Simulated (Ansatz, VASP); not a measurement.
## One calculation of B, two programs

```
B
1.0
     1.68775   -1.47635    0.00000
     1.68775    1.47635    0.00000
     0.00000    0.00000    5.41171
B
4
Cartesian
  1.6877 -1.4764 0.8499
  1.6877 0.0000 3.5558
  1.6877 1.4764 4.5618
  1.6877 0.0000 1.8559
```

Alike in both runs: functional PBE; k mesh 8 × 8 × 4; occupations gaussian, width 0.1 eV; no spin polarisation.

Ansatz relaxed the structure, and its values are those at the end. VASP's run is a single point on that final structure, the one shown.

|  | VASP | Ansatz |
| --- | --- | --- |
| version | VASP 6.6.1 | Ansatz 0.2.0 |
| potentials or method | VASP PAW PBE potentials, release 64 (B), cutoff 520 eV | scalar-relativistic, plane waves, PAW |
| valence electrons in the cell | 12 | 12 |

|  | VASP | Ansatz | Ansatz less VASP |
| --- | --- | --- | --- |
| gap on the k mesh at the Fermi level (eV) | none | none | - |
| pressure (GPa) | 0.0 | 0.0 | +0.02 |
| rms of the force components (eV/Å) | 0.004 | 0.004 | -0.0001 |

A gap of «none» marks a metal or a gap that the smearing closes. The functional is the same, so the differences come from potentials, cutoffs and numerics.
